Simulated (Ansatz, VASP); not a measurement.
S: VASP beside Ansatz

Contents of INCAR:

```
PREC = Accurate
ENCUT = 520
EDIFF = 1E-6
ISMEAR = 0
SIGMA = 0.15
LREAL = False
LASPH = True
NELM = 100
ALGO = Normal
ISIF = 2
LWAVE = False
LCHARG = False
GGA = PE
IVDW = 12
NBANDS = 34
```

The input KPOINTS:

```
Automatic mesh
0
Gamma
  9 16 5
```

Contents of POSCAR:

```
S
1.0
    0.0000000000     -5.4762743414      0.0000000000
    0.0000000000      0.0000000000     -2.9602546931
   10.9525486828     -0.5476274341      0.0000000000
S
8
Direct
    0.0912990880      0.5000000000      0.3136671009
    0.0412990880      0.5000000000      0.8136671009
    0.7837009120      0.5000000000      0.9363328991
    0.8337009120      0.5000000000      0.4363328991
    0.3709674918      0.0000000000      0.0636671009
    0.3209674918      0.0000000000      0.5636671009
    0.6040325082      0.0000000000      0.1863328991
    0.5540325082      0.0000000000      0.6863328991
```

Input for Ansatz:

```yaml
crystal:
  lattice:
    - [0.0, -5.4762743414, 0.0]
    - [0.0, 0.0, -2.9602546931]
    - [10.9525486828, -0.5476274341, 0.0]
  atoms:
    - { symbol: S, position: [0.091299088, 0.5, 0.3136671009] }
    - { symbol: S, position: [0.041299088, 0.5, 0.8136671009] }
    - { symbol: S, position: [0.783700912, 0.5, 0.9363328991] }
    - { symbol: S, position: [0.833700912, 0.5, 0.4363328991] }
    - { symbol: S, position: [0.3709674918, 0.0, 0.0636671009] }
    - { symbol: S, position: [0.3209674918, 0.0, 0.5636671009] }
    - { symbol: S, position: [0.6040325082, 0.0, 0.1863328991] }
    - { symbol: S, position: [0.5540325082, 0.0, 0.6863328991] }
basis:
  ecutwfc: 420
kpoints:
  mp_grid: { grid: [9, 16, 5] }
hamiltonian:
  xc: pbe
  dispersion: d3bj
scf:
  occupations: { method: gaussian, width: 0.15 }
output:
  forces: true
  stress: true
  eigenvalues: true
```

Alike in both runs: task single point; functional PBE; dispersion D3(BJ); k mesh 9 × 16 × 5; occupations gaussian, width 0.15 eV; no spin polarisation.

```csv
,VASP,Ansatz
version,VASP 6.6.1,Ansatz 0.2.0
potentials or method,"VASP PAW PBE potentials, release 64 (S), cutoff 520 eV","scalar-relativistic, plane waves, PAW"
valence electrons in the cell,48,48
```

VASP gave:

* gap on the k mesh at the Fermi level (eV): none
* pressure (GPa): -0.1
* traceless stress, the component that is largest in VASP (GPa): 0.90
* rms of the force components (eV/Å): 0.195

Q: What did Ansatz give for the same quantities?

A: gap on the k mesh at the Fermi level (eV): none; pressure (GPa): 0.5; traceless stress, the component that is largest in VASP (GPa): 0.37; rms of the force components (eV/Å): 0.137.

Atom by atom the forces differ by 0.140 eV/Å (rms over components). A gap of «none» marks a metal or a gap that the smearing closes. One of these differences is far larger than is usual between the two programs; its cause wasn't traced.
